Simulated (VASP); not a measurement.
## LaB6: relaxation of cell and atoms with PBE

LaB6:

```
La B
1.0
     4.16694    0.00000    0.00000
     0.00000    4.16694    0.00000
     0.00000    0.00000    4.16694
La B
1 6
Direct
  0.00000 0.00000 0.00000
  0.19853 0.50000 0.50000
  0.50000 0.19853 0.50000
  0.80147 0.50000 0.50000
  0.50000 0.80147 0.50000
  0.50000 0.50000 0.19853
  0.50000 0.50000 0.80147
```

```
Program                : VASP 6.6.1
Task                   : relaxation of cell and atoms
Functional             : PBE
Potentials or basis    : VASP PAW PBE potentials, release 64 (La, B)
Cutoff                 : 600 eV
k mesh                 : 4 × 4 × 4
Occupations            : fermi-dirac, width 0.0321 eV
Spin                   : no spin polarisation
Dipole correction      : no
Further INCAR settings : ALGO = Normal; EDIFF = 1e-06; IBRION = 2; EDIFFG = -0.01; NSW = 60; ISIF = 3
```

```
Relaxed volume                        : 10.24 Å³/atom
Relaxed cell                          : a = 4.155 Å, b = 4.155 Å, c = 4.155 Å, α = 90.00°, β = 90.00°, γ = 90.00°
Space group after relaxing (to 0.1 Å) : Pm-3m (No. 221)
Energy gained by relaxing             : 0.9 meV/atom
Ionic steps                           : 5
Pressure after relaxing               : 0.0 GPa
Band gap on the k mesh                : zero (an odd number of electrons rules out a gap without spin polarisation)
```

Step by step:
| step | energy change (eV) | largest force (eV/Å) | pressure (GPa) | volume (Å³) |
| --- | --- | --- | --- | --- |
| 1 | 0.0000 | 0.2611 | -1.72 | 72.35 |
| 2 | 0.0116 | 0.5756 | 1.80 | 71.20 |
| 3 | -0.0060 | 0.0442 | -0.47 | 71.92 |
| 4 | -0.0063 | 0.0248 | 0.24 | 71.60 |
| 5 | -0.0064 | 0.0016 | 0.00 | 71.71 |

Final structure:
```xyz
7
Lattice="4.1545 0.0000 0.0000 0.0000 4.1545 0.0000 0.0000 0.0000 4.1545" Properties=species:S:1:pos:R:3 pbc="T T T"
La    0.0000    0.0000    0.0000
B     0.8285    2.0773    2.0773
B     2.0773    0.8285    2.0773
B     3.3260    2.0773    2.0773
B     2.0773    3.3260    2.0773
B     2.0773    2.0773    0.8285
B     2.0773    2.0773    3.3260
```

Levels at points of the mesh, in eV from the Fermi level:
```csv
k point,band 12,band 13,band 14,band 15,band 16,band 17
"(0.00, 0.00, 0.00)",-1.86,-1.86,-1.86,0.21,0.21,0.21
"(0.50, 0.00, 0.00)",-3.46,-3.20,-2.48,-1.48,1.50,1.56
"(0.50, 0.50, 0.00)",-4.45,-2.90,-2.90,1.04,1.04,1.98
"(0.50, 0.50, 0.50)",-2.40,-2.40,-2.40,1.50,1.79,1.79
```

It took 2.6 min on 1 thread of Intel Xeon 8259CL, on a shared host, peak memory 0.22 GiB.

Caveat: the k points lie up to 0.38 Å⁻¹ apart in the final cell, too coarse for converged energies and pressures of a metal; spin-orbit coupling is left out, which moves the levels of the heavy elements.
